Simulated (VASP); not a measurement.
Here is a VASP 6.6.1 calculation.

The input INCAR:

```
PREC     = Accurate       # precision mode
ENCUT    = 600            # plane-wave cutoff, eV
EDIFF    = 1E-6           # SCF threshold, eV
ISMEAR   = 0              # smearing method
SIGMA    = 0.15           # smearing width, eV
LREAL    = F              # projectors in reciprocal space
LASPH    = T              # aspherical terms in the spheres
NELM     = 120            # most SCF steps
ALGO     = Normal         # electronic algorithm
ISIF     = 2              # what is computed and relaxed
LWAVE    = F              # write WAVECAR
LCHARG   = T              # write CHGCAR
GGA      = PE             # functional
LELF     = T              # ELF
LVHAR    = T            
NBANDS   = 31             # bands
GGA_COMPAT= F
```

KPOINTS

```
Automatic mesh
0
Gamma
  3 3 3
```

The input POSCAR:

```
BeZn2O3
1.0
    2.6413095655      1.5249607886      2.4703692018
   -2.6413095655      1.5249607886      2.4703692018
    0.0000000000     -3.0499215773      2.4703692018
Be Zn O
1 2 3
Direct
    0.0000000000      0.0000000000      0.0000000000
    0.6685475548      0.6685475548      0.6685475548
    0.3314524452      0.3314524452      0.3314524452
    0.0000000000      0.5000000000      0.0000000000
    0.5000000000      0.0000000000      0.0000000000
    0.0000000000      0.0000000000      0.5000000000
```

Potentials or basis: VASP PAW PBE potentials, release 64 (Be, Zn, O).

The run is started by

```console
$ cat potpaw_PBE.64/Be/POTCAR potpaw_PBE.64/Zn/POTCAR potpaw_PBE.64/O/POTCAR > POTCAR
$ mpirun -np 1 vasp_std > vasp.out
```

Question: Predict the band gap on the k mesh.

Answer: Zero (band 22 reaches 2.53 eV, above the bottom of band 23 at 2.04 eV).

Question: Estimate the pressure.

Answer: 0.9 GPa.

Forces on the atoms (eV/Å):
```
Be   0.000  0.000  0.000
Zn   0.000  0.000 -0.149
Zn   0.000  0.000  0.149
O    0.000  0.000  0.000
O    0.000  0.000  0.000
O    0.000  0.000  0.000
```

Caveat: the k points lie up to 0.54 Å⁻¹ apart.
